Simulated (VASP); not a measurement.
# IrRu2 (P6_3/mmc) in VASP: a series of runs, part 2 of 2

VASP 6.6.1. Earlier steps stand in the parts before.

## Step 3: Single point, PBE, collinear spin, ferromagnetic start

This run uses another cell than the first one, of 14.07 Å³/atom.

File INCAR:

```
  PREC = Accurate
  ENCUT = 520
  EDIFF = 1E-6
  ISMEAR = 0
  SIGMA = 0.1
  LREAL = False
  LASPH = True
  NELM = 150
  ALGO = Normal
  ISIF = 2
  LWAVE = False
  LCHARG = True
  ISPIN = 2
  MAGMOM = 1 1 1 1 1 1
  LORBIT = 11
  LMAXMIX = 4
  GGA = PE
  LELF = True
  LVHAR = True
  NBANDS = 50
```

File KPOINTS:

```
Automatic mesh
0
Gamma
  6 6 2
```

File POSCAR:

```
IrRu2
1.0
    2.7600039530      0.0000000000      0.0000000000
   -1.3800019765      2.3902335378      0.0000000000
    0.0000000000      0.0000000000     12.7952584952
Ru Ir
4 2
Direct
    0.3333333333      0.6666666667      0.9189240941
    0.3333333333      0.6666666667      0.5810759059
    0.6666666667      0.3333333333      0.0810759059
    0.6666666667      0.3333333333      0.4189240941
    0.3333333333      0.6666666667      0.2500000000
    0.6666666667      0.3333333333      0.7500000000
```

Potentials or basis: VASP PAW PBE potentials, release 64 (Ru_pv, Ir).

Started as:

```
$ cat potpaw_PBE.64/Ru_pv/POTCAR potpaw_PBE.64/Ir/POTCAR > POTCAR
$ mpirun -np 1 vasp_std > vasp.out
```

OUTCAR:

```text
PREC = Accurate
   ENCUT = 520
   EDIFF = 1E-6
   ISMEAR = 0
   LREAL = False
   LASPH = True
   NELM = 150
   ISIF = 2
   ISPIN = 2
   LORBIT = 11
   GGA = PE

 ion  position               nearest neighbor table
   1  0.333  0.667  0.919-   3 2.62   3 2.62   3 2.62   6 2.69   6 2.69   6 2.69
   2  0.333  0.667  0.581-   4 2.62   4 2.62   4 2.62   6 2.69   6 2.69   6 2.69
   3  0.667  0.333  0.081-   1 2.62   1 2.62   1 2.62   5 2.69   5 2.69   5 2.69
   4  0.667  0.333  0.419-   2 2.62   2 2.62   2 2.62   5 2.69   5 2.69   5 2.69
   5  0.333  0.667  0.250-   3 2.69   4 2.69   3 2.69   4 2.69   3 2.69   4 2.69
   6  0.667  0.333  0.750-   1 2.69   2 2.69   1 2.69   2 2.69   1 2.69   2 2.69

  LATTYP: Found a hexagonal cell.
 ALAT       =     2.7600039530
 C/A-ratio  =     4.6359565831

[... 1687 lines left out ...]
     -0.00000      1.59349     11.75787        -0.000000     -0.000000     -0.004570
     -0.00000      1.59349      7.43502        -0.000000     -0.000000      0.004570
      1.38000      0.79674      1.03739         0.000000      0.000000      0.004570
      1.38000      0.79674      5.36024         0.000000      0.000000     -0.004570
     -0.00000      1.59349      3.19881         0.000000     -0.000000      0.000000
      1.38000      0.79674      9.59644         0.000000      0.000000      0.000000
 -----------------------------------------------------------------------------------
    total drift:                               -0.000000      0.000000     -0.000000

  FREE ENERGIE OF THE ION-ELECTRON SYSTEM (eV)
  ---------------------------------------------------
  free  energy   TOTEN  =       -54.6265378045 eV

  energy  without entropy=      -54.5842836419  energy(sigma->0) =      -54.60541072

 total charge

# of ion       s       p       d       tot
------------------------------------------
    1        0.388   6.305   5.926  12.620
    2        0.388   6.305   5.926  12.620
    3        0.388   6.305   5.926  12.620
    4        0.388   6.305   5.926  12.620
    5        0.690   0.715   6.945   8.351
    6        0.690   0.715   6.945   8.351
--------------------------------------------------
tot          2.934  26.652  37.595  67.181

 magnetization (x)

# of ion       s       p       d       tot
------------------------------------------
    1       -0.000  -0.000  -0.000  -0.000
    2       -0.000  -0.000  -0.000  -0.000
    3       -0.000  -0.000  -0.000  -0.000
    4       -0.000  -0.000  -0.000  -0.000
    5        0.000   0.000   0.000   0.000
    6        0.000   0.000   0.000   0.000
--------------------------------------------------
tot         -0.000   0.000   0.000   0.000
```

Run time: 88 s. Hardware: 1 thread of Intel Xeon 6975P-C (Granite Rapids), shared host; peak memory 0.31 GiB.

What came out:

- Free energy: -54.6265 eV
- Pressure: 0.0 GPa
- Largest force: 0.005 eV/Å
- Band gap on the k mesh: zero (filled and empty bands overlap)
- Net moment: 0.00 μB per cell
- Valence electrons inside the program's atomic spheres: Ru 12.62; Ir 8.35

Forces in eV/Å, atoms in the order of the input:
```
Ru   0.000  0.000 -0.005
Ru   0.000  0.000  0.005
Ru   0.000  0.000  0.005
Ru   0.000  0.000 -0.005
Ir   0.000  0.000  0.000
Ir   0.000  0.000  0.000
```

Levels at points of the mesh, in eV from the Fermi level:
Spin up:
```csv
k point,band 35,band 36,band 37,band 38,band 39,band 40
"(0.00, 0.00, 0.00)",-2.06,-2.06,-1.82,-0.78,-0.78,-0.66
"(0.50, 0.00, 0.00)",0.94,1.02,1.09,1.10,1.18,1.29
"(0.00, 0.00, 0.50)",-1.58,-1.58,-1.58,-1.58,-0.19,-0.19
"(0.50, 0.00, 0.50)",0.72,0.72,1.13,1.13,1.16,1.16
```
Spin down:
| k point | band 35 | band 36 | band 37 | band 38 | band 39 | band 40 |
| --- | --- | --- | --- | --- | --- | --- |
| (0.00, 0.00, 0.00) | -2.06 | -2.06 | -1.82 | -0.78 | -0.78 | -0.66 |
| (0.50, 0.00, 0.00) | 0.94 | 1.02 | 1.09 | 1.10 | 1.18 | 1.29 |
| (0.00, 0.00, 0.50) | -1.58 | -1.58 | -1.58 | -1.58 | -0.19 | -0.19 |
| (0.50, 0.00, 0.50) | 0.72 | 0.72 | 1.13 | 1.13 | 1.16 | 1.16 |

Caveat: the k points lie up to 0.44 Å⁻¹ apart, too coarse for converged energies and pressures of a metal; spin-orbit coupling is left out, which moves the levels of the heavy elements.

## Step 4: Single point, PBE

This run uses another cell than the first one, of 14.01 Å³/atom.

File INCAR:

```
SYSTEM = IrRu2
PREC = Accurate
ENCUT = 520
EDIFF = 1E-6
ISMEAR = 0
SIGMA = 0.1
LREAL = .False.
LASPH = .True.
NELM = 80
ALGO = Fast
ISIF = 2
LWAVE = .False.
LCHARG = .True.
GGA = PE
LELF = .True.
LVHAR = .True.
NBANDS = 46
```

File KPOINTS:

```
regular mesh
0
Gamma
  18 18 4
  0 0 0
```

File POSCAR:

```
IrRu2
1.0
    2.7323771014      0.0000000000      0.0000000000
   -1.3661885507      2.3663079826      0.0000000000
    0.0000000000      0.0000000000     12.9967496581
Ru Ir
4 2
Direct
    0.3333333333      0.6666666667      0.9191016989
    0.3333333333      0.6666666667      0.5808983011
    0.6666666667      0.3333333333      0.0808983011
    0.6666666667      0.3333333333      0.4191016989
    0.3333333333      0.6666666667      0.2500000000
    0.6666666667      0.3333333333      0.7500000000
```

Started as:

```
$ cat potpaw_PBE.64/Ru_pv/POTCAR potpaw_PBE.64/Ir/POTCAR > POTCAR
$ mpirun -np 1 vasp_std > vasp.out
```

Run time: 4.5 min. Hardware: 1 thread of Intel Xeon 6975P-C (Granite Rapids), shared host; peak memory 0.43 GiB.

Results (log left out):

```
Free energy            : -54.8766 eV
Pressure               : 0.1 GPa
Largest force          : 0.016 eV/Å
Band gap on the k mesh : zero (bands 37 and 38 overlap by 2.75 eV)
```

Forces in eV/Å, atoms in the order of the input:
```
Ru   0.000  0.000  0.016
Ru   0.000  0.000 -0.016
Ru   0.000  0.000 -0.016
Ru   0.000  0.000  0.016
Ir   0.000  0.000  0.000
Ir   0.000  0.000  0.000
```

Levels at points of the mesh, in eV from the Fermi level:
| k point | band 32 | band 33 | band 34 | band 35 | band 36 | band 37 | band 38 | band 39 | band 40 | band 41 |
| --- | --- | --- | --- | --- | --- | --- | --- | --- | --- | --- |
| (0.00, 0.00, 0.00) | -2.28 | -2.27 | -2.27 | -1.92 | -1.84 | -1.84 | -0.74 | -0.74 | -0.56 | -0.56 |
| (0.50, 0.00, 0.00) | -0.50 | 0.00 | 0.94 | 0.94 | 1.05 | 1.17 | 1.28 | 1.31 | 1.45 | 1.52 |
| (0.00, 0.00, 0.50) | -2.41 | -2.41 | -2.41 | -1.44 | -1.44 | -1.44 | -1.44 | -0.38 | -0.38 | 0.11 |
| (0.50, 0.00, 0.50) | -0.72 | -0.08 | -0.08 | 0.81 | 0.81 | 1.14 | 1.14 | 1.31 | 1.31 | 1.51 |

Caveat: spin-orbit coupling is left out, which moves the levels of the heavy elements.

## Step 5: Overview

| task | spin | cell | k mesh | cutoff (eV) | gap on the mesh (eV) | pressure (GPa) | largest force (eV/Å) |
| --- | --- | --- | --- | --- | --- | --- | --- |
| relaxation of cell and atoms | off | relaxed from a = 2.702, b = 2.702, c = 12.959 Å, angles 90.0, 90.0, 120.0°, 6 atoms, atomic positions A | 6 × 6 × 2 | 600 | none | 0.0 | 0.02 |
| single point | collinear, ferromagnetic start | a = 2.760, b = 2.760, c = 12.795 Å, angles 90.0, 90.0, 120.0°, 6 atoms, atomic positions B | 6 × 6 × 2 | 520 | none | 0.0 | - |
| single point | off | a = 2.732, b = 2.732, c = 12.997 Å, angles 90.0, 90.0, 120.0°, 6 atoms, atomic positions B | 18 × 18 × 4 | 520 | none | 0.1 | 0.02 |

Alike in all rows: level PBE; potentials or basis VASP PAW PBE potentials, release 64 (Ru_pv, Ir); smearing gaussian 0.1 eV.

Caveats: some runs use coarse meshes; spin-orbit coupling is left out, which moves the levels of the heavy elements.

Absolute energies hang on the potentials; compare differences alone.
